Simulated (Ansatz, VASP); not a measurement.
**Al in VASP and in Ansatz**

```
CELL_PARAMETERS angstrom
-1.63205 1.63205 1.63205
1.63205 -1.63205 1.63205
1.63205 1.63205 -1.63205
ATOMIC_POSITIONS crystal
Al 0.00000 0.00000 0.00000
```

Alike in both runs: task single point; functional PBEsol; k mesh 8 × 8 × 8; occupations fermi-dirac, width 0.05 eV; no spin polarisation.

|  | VASP | Ansatz |
| --- | --- | --- |
| version | VASP 6.6.1 | Ansatz 0.2.0 |
| potentials or method | VASP PAW PBE potentials, release 64 (Al) | plane waves, PAW |
| plane-wave cutoff (eV) | 520 | 420 |
| valence electrons in the cell | 3 | 3 |

```csv
,VASP,Ansatz,Ansatz less VASP
pressure (GPa),-2.6,-2.7,-0.04
```

VASP's potentials were made for PBE, not for PBEsol.
